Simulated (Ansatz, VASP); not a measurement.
PbO2 in VASP and in Ansatz

```
CELL_PARAMETERS angstrom
5.06570 0.00000 0.00000
0.00000 5.06570 0.00000
0.00000 0.00000 3.44922
ATOMIC_POSITIONS crystal
Pb 0.00000 0.00000 0.00000
Pb 0.50000 0.50000 0.50000
O 0.30766 0.30766 0.00000
O 0.19234 0.80766 0.50000
O 0.80766 0.19234 0.50000
O 0.69234 0.69234 0.00000
```

Alike in both runs: functional PBE; k mesh 4 × 4 × 6; occupations gaussian, width 0.1 eV; no spin polarisation.

Ansatz relaxed the structure, and its values are those at the end. VASP's run is a single point on that final structure, the one shown.

```csv
,VASP,Ansatz
version,VASP 6.6.1,Ansatz 0.2.0
potentials or method,"VASP PAW PBE potentials, release 64 (Pb_d, O), cutoff 600 eV","scalar-relativistic, plane waves, PAW"
valence electrons in the cell,52,52
```

|  | VASP | Ansatz | Ansatz less VASP |
| --- | --- | --- | --- |
| gap on the k mesh at the Fermi level (eV) | 0.16 | 0.16 | -0.001 |
| least direct gap on the mesh (eV) | 0.52 | 0.53 | +0.012 |
| pressure (GPa) | 0.4 | 0.3 | -0.10 |
| rms of the force components (eV/Å) | 0.009 | 0.013 | +0.0043 |

Spin-orbit coupling is off throughout.
